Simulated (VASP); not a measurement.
A run of VASP 6.6.1:

Contents of INCAR:

```
PREC = Accurate
ENCUT = 600
EDIFF = 1E-6
ISMEAR = -1
SIGMA = 0.1
LREAL = False
LASPH = True
NELM = 60
ALGO = Normal
ISIF = 3
LWAVE = False
LCHARG = False
GGA = PE
IBRION = 2
NSW = 60
EDIFFG = -0.03
PSTRESS = 50.0
```

KPOINTS

```
Automatic mesh
0
Gamma
  10 10 7
```

The input POSCAR:

```
YbB2
1.0
    3.2503000000      0.0000000000      0.0000000000
   -1.6251500000      2.8148423700      0.0000000000
    0.0000000000      0.0000000000      3.7315000000
Yb B
1 2
Direct
    0.0000000000      0.0000000000      0.0000000000
    0.3333333333      0.6666666667      0.5000000000
    0.6666666667      0.3333333333      0.5000000000
```

Potentials or basis: VASP PAW PBE potentials, release 64 (Yb, B).

Run with:

```bash
$ cat potpaw_PBE.64/Yb/POTCAR potpaw_PBE.64/B/POTCAR > POTCAR
$ mpirun -np 1 vasp_std > vasp.out
```

Hardware: 1 thread of Intel Xeon 8259CL (shared host).

Q: Estimate the wall time of this run.

A: It took 25 min on 1 thread of Intel Xeon 8259CL, with other jobs on the host, peak memory 0.22 GiB. Counts: scf iterations 199, k points 56, ion steps 11.
